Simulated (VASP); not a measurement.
# CdPdO3 (Pm-3m) in VASP: electric field gradients with LDA

Aim: the electric field gradients of CdPdO3 with LDA.

All numbers are computed with VASP 6.6.1; they aren't measurements. Logs are shortened: lines on timing, memory, paths and dates and some standing lists are left out, and cuts for length are marked.

## Step 1: The cell of the first run

The structure is cubic, space group Pm-3m (No. 221). Conventional cell: a = 3.853 Å, b = 3.853 Å, c = 3.853 Å, α = 90.00°, β = 90.00°, γ = 90.00°. Within 3.6 Å of Cd (site symmetry m-3m) lie 12 O at 2.72 Å and 8 Pd at 3.34 Å. Within 2.6 Å of Pd (site symmetry m-3m) lie 6 O at 1.93 Å. O (site symmetry 4/mmm) has 2 Pd at 1.93 Å within 2.6 Å.

## Step 2: Electric field gradients, LDA

INCAR reads:

```
SYSTEM = CdPdO3
ALGO = Normal ; EDIFF = 1E-8
ENCUT = 520 ; GGA = CA
ISIF = 2 ; ISMEAR = -1
LASPH = .TRUE. ; LCHARG = .FALSE.
LEFG = .TRUE. ; LREAL = .FALSE.
LWAVE = .FALSE. ; NBANDS = 28
NELM = 100 ; PREC = Accurate
SIGMA = 0.15
```

KPOINTS reads:

```
k-points
0
G
  10 10 10
  0 0 0
```

POSCAR reads:

```
CdPdO3
1.0
    3.8529702570      0.0000000000      0.0000000000
    0.0000000000      3.8529702570      0.0000000000
    0.0000000000      0.0000000000      3.8529702570
Cd Pd O
1 1 3
Direct
    0.0000000000      0.0000000000      0.0000000000
    0.5000000000      0.5000000000      0.5000000000
    0.0000000000      0.5000000000      0.5000000000
    0.5000000000      0.0000000000      0.5000000000
    0.5000000000      0.5000000000      0.0000000000
```

Potentials or basis: VASP PAW LDA potentials, release 64 (Cd, Pd, O).

Started as:

```console
$ cat potpaw_LDA.64/Cd/POTCAR potpaw_LDA.64/Pd/POTCAR potpaw_LDA.64/O/POTCAR > POTCAR
$ mpirun -np 1 vasp_std > vasp.out
```

OUTCAR:

```text
SYSTEM = CdPdO3
   EDIFF = 1E-8
   ENCUT = 520
   GGA = CA
   ISIF = 2
   ISMEAR = -1
   LASPH = .TRUE.
   LREAL = .FALSE.
   NELM = 100
   PREC = Accurate

 ion  position               nearest neighbor table
   1  0.000  0.000  0.000-   3 2.72   4 2.72   5 2.72   3 2.72   4 2.72   3 2.72   5 2.72   3 2.72
                             4 2.72   5 2.72   4 2.72   5 2.72   2 3.34   2 3.34   2 3.34   2 3.34
   2  0.500  0.500  0.500-   3 1.93   4 1.93   5 1.93   5 1.93   4 1.93   3 1.93   1 3.34   1 3.34
                             1 3.34   1 3.34   1 3.34   1 3.34   1 3.34   1 3.34
   3  0.000  0.500  0.500-   2 1.93   2 1.93   1 2.72   1 2.72   1 2.72   1 2.72
   4  0.500  0.000  0.500-   2 1.93   2 1.93   1 2.72   1 2.72   1 2.72   1 2.72
   5  0.500  0.500  0.000-   2 1.93   2 1.93   1 2.72   1 2.72   1 2.72   1 2.72

  LATTYP: Found a simple cubic cell.
 ALAT       =     3.8529702570

  Lattice vectors:

 A1 = (   3.8529702570,   0.0000000000,   0.0000000000)
 A2 = (   0.0000000000,   3.8529702570,   0.0000000000)
 A3 = (   0.0000000000,   0.0000000000,   3.8529702570)

Analysis of symmetry for initial positions (statically):
=====================================================================
 Subroutine PRICEL returns:
 Original cell was already a primitive cell.

 Routine SETGRP: Setting up the symmetry group for a
 simple cubic supercell.

 Subroutine GETGRP returns: Found 48 space group operations
 (whereof 48 operations were pure point group operations)
 out of a pool of 48 trial point group operations.

The static configuration has the point symmetry O_h .

Analysis of symmetry for dynamics (positions and initial velocities):
=====================================================================
 Subroutine PRICEL returns:
 Original cell was already a primitive cell.

 Routine SETGRP: Setting up the symmetry group for a
 simple cubic supercell.

 Subroutine GETGRP returns: Found 48 space group operations
 (whereof 48 operations were pure point group operations)
 out of a pool of 48 trial point group operations.

The dynamic configuration has the point symmetry O_h .

 Subroutine INISYM returns: Found 48 space group operations
 (whereof 48 operations are pure point group operations),
[... 146 lines left out ...]
  free energy    TOTEN  =       -26.54284799 eV

  energy without entropy =      -26.29095500  energy(sigma->0) =      -26.41690149

 E-fermi :   4.1852     XC(G=0): -12.4015

 val. band max:        4.1649118160   @ k =   0.5000   0.3000   0.1000
 cond. band min:       4.2141165131   @ k =   0.5000   0.3000   0.0000
 fundamental gap:      0.0492046971
 Fermi energy:         4.1851906626

 k-point     1 :       0.0000    0.0000    0.0000
  band No.  band energies     occupation
      1     -14.4982      2.00000
      2     -13.2558      2.00000
      3     -13.2558      2.00000
      4      -3.0998      2.00000
      5      -3.0998      2.00000
      6      -3.0309      2.00000
[... 733 lines left out ...]
     27      16.8743      0.00000
     28      17.4036      0.00000

 [... further k-points ...]
[... 5 lines left out ...]
  --------------------------------------------------------------------------------------
  -------------------------------------------------------------------------------------
  Total        0.2941463      0.2941463      0.2941463     -0.0000000      0.0000000      0.0000000
  in kB        8.2392382      8.2392382      8.2392382     -0.0000000      0.0000000      0.0000000
  external PRESSURE =       8.2392382 kB  Pullay stress =       0.0000000 kB

 VOLUME and BASIS-vectors are now :
 -----------------------------------------------------------------------------
  energy-cutoff  :      520.00
  volume of cell :       57.20
      direct lattice vectors                 reciprocal lattice vectors
     3.852970257  0.000000000  0.000000000     0.259540026  0.000000000  0.000000000
     0.000000000  3.852970257  0.000000000     0.000000000  0.259540026  0.000000000
     0.000000000  0.000000000  3.852970257     0.000000000  0.000000000  0.259540026

 POSITION                                       TOTAL-FORCE (eV/Angst)
 -----------------------------------------------------------------------------------
      0.00000      0.00000      0.00000         0.000000      0.000000      0.000000
      1.92649      1.92649      1.92649         0.000000      0.000000      0.000000
      0.00000      1.92649      1.92649         0.000000      0.000000      0.000000
      1.92649      0.00000      1.92649         0.000000      0.000000      0.000000
      1.92649      1.92649      0.00000         0.000000      0.000000      0.000000
 -----------------------------------------------------------------------------------
    total drift:                                0.000000      0.000000     -0.000000

  FREE ENERGIE OF THE ION-ELECTRON SYSTEM (eV)
  ---------------------------------------------------
  free  energy   TOTEN  =       -26.5428479869 eV

  energy  without entropy=      -26.2909549994  energy(sigma->0) =      -26.41690149

 Electric field gradients (V/A^2)
---------------------------------------------------------------------
 ion       V_xx      V_yy      V_zz      V_xy      V_xz      V_yz
---------------------------------------------------------------------
   1       0.000     0.000     0.000    -0.000     0.000     0.000
   2      -0.000    -0.000     0.000    -0.000    -0.000     0.000
   3     149.370   -74.685   -74.685    -0.000     0.000    -0.000
   4     -74.685   149.370   -74.685     0.000     0.000     0.000
   5     -74.685   -74.685   149.370    -0.000     0.000     0.000
---------------------------------------------------------------------

 Electric field gradients after diagonalization (V/A^2)
 (convention: |V_zz| > |V_xx| > |V_yy|)
----------------------------------------------------------------------
 ion       V_xx      V_yy      V_zz     asymmetry (V_yy - V_xx)/ V_zz
----------------------------------------------------------------------
   1       0.000     0.000     0.000      -0.358
   2      -0.000    -0.000     0.000       0.155
   3     -74.685   -74.685   149.370       0.000
   4     -74.685   -74.685   149.370       0.000
   5     -74.685   -74.685   149.370       0.000
----------------------------------------------------------------------

           NMR quadrupolar parameters

 Cq : quadrupolar parameter    Cq=e*Q*V_zz/h
 eta: asymmetry parameters     (V_yy - V_xx)/ V_zz
 Q  : nuclear electric quadrupole moment in mb (millibarn)
----------------------------------------------------------------------
 ion       Cq(MHz)       eta       Q (mb)
----------------------------------------------------------------------
   1       0.000      -0.358       1.000
   2       0.000       0.155       1.000
   3       0.361       0.000       1.000
   4       0.361       0.000       1.000
   5       0.361       0.000       1.000
----------------------------------------------------------------------
```

OSZICAR:

```text
N       E                     dE             d eps       ncg     rms          rms(c)
DAV:   1     0.312102170900E+03    0.31210E+03   -0.22383E+04  3224   0.145E+03
DAV:   2    -0.148645695113E+02   -0.32697E+03   -0.31158E+03  3440   0.367E+02
DAV:   3    -0.339630032266E+02   -0.19098E+02   -0.18923E+02  3496   0.965E+01
DAV:   4    -0.341156544251E+02   -0.15265E+00   -0.15255E+00  3532   0.899E+00
DAV:   5    -0.341169297530E+02   -0.12753E-02   -0.12752E-02  3484   0.810E-01    0.357E+01
DAV:   6    -0.286137975649E+02    0.55031E+01   -0.43279E+01  3620   0.658E+01    0.305E+01
DAV:   7    -0.267722665798E+02    0.18415E+01   -0.10910E+01  3312   0.363E+01    0.116E+01
DAV:   8    -0.265670628486E+02    0.20520E+00   -0.92811E-01  3364   0.100E+01    0.524E+00
DAV:   9    -0.265432575850E+02    0.23805E-01   -0.47583E-02  3452   0.258E+00    0.119E+00
DAV:  10    -0.265430887230E+02    0.16886E-03   -0.63193E-03  3504   0.658E-01    0.433E-01
DAV:  11    -0.265428847608E+02    0.20396E-03   -0.30459E-04  3452   0.159E-01    0.238E-01
DAV:  12    -0.265428484159E+02    0.36345E-04   -0.13249E-04  3528   0.105E-01    0.170E-02
DAV:  13    -0.265428480748E+02    0.34109E-06   -0.49283E-06  3404   0.246E-02    0.976E-03
DAV:  14    -0.265428479965E+02    0.78298E-07   -0.11247E-06  3480   0.985E-03    0.314E-03
DAV:  15    -0.265428479869E+02    0.96170E-08   -0.65435E-08  3376   0.285E-03
   1 F= -.26542848E+02 E0= -.26416901E+02  d E =-.251893E+00
```

Run time: 44 s. Hardware: 1 thread of Intel Xeon 6975P-C (Granite Rapids), shared host; peak memory 0.21 GiB.

What came out:

```
Free energy            : -26.5428 eV
Pressure               : 0.8 GPa
Band gap on the k mesh : zero (band 20 reaches 4.29 eV, above the bottom of band 21 at 2.78 eV)
```

Electric field gradients, principal values (V/Å²):
```
atom    least   middle  greatest (by size)
1 Cd    0.000    0.000               0.000
2 Pd    0.000    0.000               0.000
 3 O  -74.685  -74.685             149.370
 4 O  -74.685  -74.685             149.370
 5 O  -74.685  -74.685             149.370
```

Caveat: without QUAD_EFG the Cq values of the log hold for a quadrupole moment of 1 mb, not for the nuclei.
